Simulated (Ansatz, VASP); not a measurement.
# BAs: VASP beside Ansatz

Contents of INCAR:

```
SYSTEM = BAs
PREC = Accurate
ENCUT = 520
EDIFF = 1E-7
ISMEAR = -1
SIGMA = 0.05
LREAL = .FALSE.
LASPH = .TRUE.
NELM = 100
ALGO = Normal
ISIF = 2
LWAVE = .FALSE.
LCHARG = .FALSE.
GGA = RP
IVDW = 13
NBANDS = 11
```

File KPOINTS:

```
regular mesh
0
G
  10 10 10
  0 0 0
```

Contents of POSCAR:

```
BAs
1.0
    0.0000000000      2.4043183418      2.4043183418
    2.4043183418      0.0000000000      2.4043183418
    2.4043183418      2.4043183418      0.0000000000
As B
1 1
Direct
    0.7500000000      0.7500000000      0.7500000000
    0.0000000000      0.0000000000      0.0000000000
```

The input input.yaml:

```yaml
crystal:
  lattice:
    - [0.0, 2.4043183418, 2.4043183418]
    - [2.4043183418, 0.0, 2.4043183418]
    - [2.4043183418, 2.4043183418, 0.0]
  atoms:
    - { symbol: As, position: [0.75, 0.75, 0.75] }
    - { symbol: B, position: [0.0, 0.0, 0.0] }
hamiltonian:
  xc: rpbe
  pseudopotentials: { kind: paw }
  dispersion: d4
kpoints:
  mp_grid: { grid: [10, 10, 10] }
scf:
  occupations: { method: fermi_dirac, width: 0.05 }
output:
  forces: true
  stress: true
  eigenvalues: true
```

Alike in both runs: task single point; functional RPBE; dispersion D4; k mesh 10 × 10 × 10; occupations fermi-dirac, width 0.05 eV; no spin polarisation.

|  | VASP | Ansatz |
| --- | --- | --- |
| version | VASP 6.6.1 | Ansatz 0.2.0 |
| potentials or method | VASP PAW PBE potentials, release 64 (As, B) | Ansatz PAW |
| plane-wave cutoff (eV) | 520 | 420 |
| valence electrons in the cell | 8 | 18 |

VASP gave:

* gap on the k mesh at the Fermi level (eV): 1.23
* least direct gap on the mesh (eV): 3.25
* pressure (GPa): -6.5

Question: Estimate Ansatz's values.

Answer: gap on the k mesh at the Fermi level (eV): 1.24; least direct gap on the mesh (eV): 3.26; pressure (GPa): -7.1.

VASP's potentials were made for PBE, not for RPBE. VASP's potentials hold 8 valence electrons a cell and Ansatz's 18, so a difference there can come from the potentials and not from the codes.
